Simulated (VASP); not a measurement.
C:

```
C
1.0
     0.00000    2.12700    3.34800
     1.22800    0.00000    3.34800
     1.22800    2.12700    0.00000
C
2
Direct
  0.16667 0.83333 0.16667
  0.83333 0.16667 0.83333
```

Base run:

```yaml
Program: VASP 6.6.1
Functional: PBE
Potentials_or_basis: VASP PAW PBE potentials, release 64 (C)
Cutoff: 520 eV
k_mesh: 10 × 10 × 10
Occupations: gaussian, width 0.02 eV
Spin: no spin polarisation
```

Its results: pressure 5.1 GPa.

Q: The run is repeated on the same cell with these changes: k mesh from 10 × 10 × 10 to 1 × 1 × 1. What comes out?

A: Pressure 52.5 GPa.

Caveats: some runs use coarse meshes; this functional lacks dispersion, which binds layers or chains, so the pressure and a relaxed spacing across them are unreliable; the cell stands under pressure (at least some runs).
